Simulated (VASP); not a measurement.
Input of a VASP 6.6.1 run:

The input INCAR:

```
SYSTEM = ScTa3F
  ALGO = Normal
  EDIFF = 1E-6
  ENCUT = 520
  GGA = PE
  ISIF = 2
  ISMEAR = 0
  LASPH = .TRUE.
  LCHARG = .FALSE.
  LREAL = .FALSE.
  LWAVE = .FALSE.
  NBANDS = 34
  NELM = 80
  PREC = Accurate
  SIGMA = 0.1
```

File KPOINTS:

```
k-points
0
G
  4 4 4
  0 0 0
```

The input POSCAR:

```
ScTa3F
1.0
    3.3581175193      0.0000000000      0.0000000000
    0.0000000000      3.3581175193      0.0000000000
    0.0000000000      0.0000000000      7.4935573108
Sc Ta F
1 3 1
Direct
    0.0000000000      0.0000000000      0.5000000000
    0.5000000000      0.5000000000      0.1968311508
    0.5000000000      0.5000000000      0.8031688492
    0.0000000000      0.0000000000      0.0000000000
    0.5000000000      0.5000000000      0.5000000000
```

Potentials or basis: VASP PAW PBE potentials, release 64 (Sc_sv, Ta_pv, F).

Launch:

```console
$ cat potpaw_PBE.64/Sc_sv/POTCAR potpaw_PBE.64/Ta_pv/POTCAR potpaw_PBE.64/F/POTCAR > POTCAR
$ mpirun -np 1 vasp_std > vasp.out
```

Task: Predict the pressure.

Result: 0.1 GPa.

Task: Estimate the band gap on the k mesh.

Result: Zero (an odd number of electrons rules out a gap without spin polarisation).

Task: Predict the largest force.

Result: 0.028 eV/Å.

Forces in eV/Å, atoms in the order of the input:
```
Sc   0.000  0.000  0.000
Ta   0.000  0.000 -0.028
Ta   0.000  0.000  0.028
Ta   0.000  0.000  0.000
F    0.000  0.000  0.000
```

Caveat: the k points lie up to 0.47 Å⁻¹ apart, too coarse for converged energies and pressures of a metal; spin-orbit coupling is left out, which moves the levels of the heavy elements.
